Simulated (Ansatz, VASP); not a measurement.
# Si in VASP and in Ansatz

INCAR

```
SYSTEM = Si
  PREC = Accurate
  ENCUT = 520
  EDIFF = 1E-6
  ISMEAR = -1
  SIGMA = 0.05
  LREAL = .False.
  LASPH = .True.
  NELM = 100
  ALGO = Normal
  ISIF = 2
  LWAVE = .False.
  LCHARG = .True.
  GGA = PE
  LELF = .True.
  LVHAR = .True.
  NBANDS = 11
```

Contents of KPOINTS:

```
Automatic mesh
0
Gamma
  10 10 10
  0 0 0
```

File POSCAR:

```
Si
1.0
    0.0000000000      2.7349159646      2.7349159646
    2.7349159646      0.0000000000      2.7349159646
    2.7349159646      2.7349159646      0.0000000000
Si
2
Direct
    0.0000000000      0.0000000000      0.0000000000
    0.2500000000      0.2500000000      0.2500000000
```

Input for Ansatz:

```yaml
crystal:
  lattice:
    - [0.0, 2.7349159646, 2.7349159646]
    - [2.7349159646, 0.0, 2.7349159646]
    - [2.7349159646, 2.7349159646, 0.0]
  atoms:
    - { symbol: Si, position: [0.0, 0.0, 0.0] }
    - { symbol: Si, position: [0.25, 0.25, 0.25] }
kpoints:
  mp_grid: { grid: [10, 10, 10] }
scf:
  occupations: { method: fermi_dirac, width: 0.05 }
hamiltonian:
  xc: pbe
  pseudopotentials: { kind: all_electron, lapw: { basis_error: 0.00025 } }
output:
  forces: true
  stress: true
  eigenvalues: true
```

Alike in both runs: task single point; functional PBE; k mesh 10 × 10 × 10; occupations fermi-dirac, width 0.05 eV; no spin polarisation.

|  | VASP | Ansatz |
| --- | --- | --- |
| version | VASP 6.6.1 | Ansatz 0.2.0 |
| potentials or method | VASP PAW PBE potentials, release 64 (Si), cutoff 520 eV | all-electron LAPW, scalar-relativistic |

|  | VASP | Ansatz | Ansatz less VASP |
| --- | --- | --- | --- |
| pressure (GPa) | -0.1 | 0.0 | +0.05 |

Ansatz ran all-electron here, and VASP with PAW potentials.
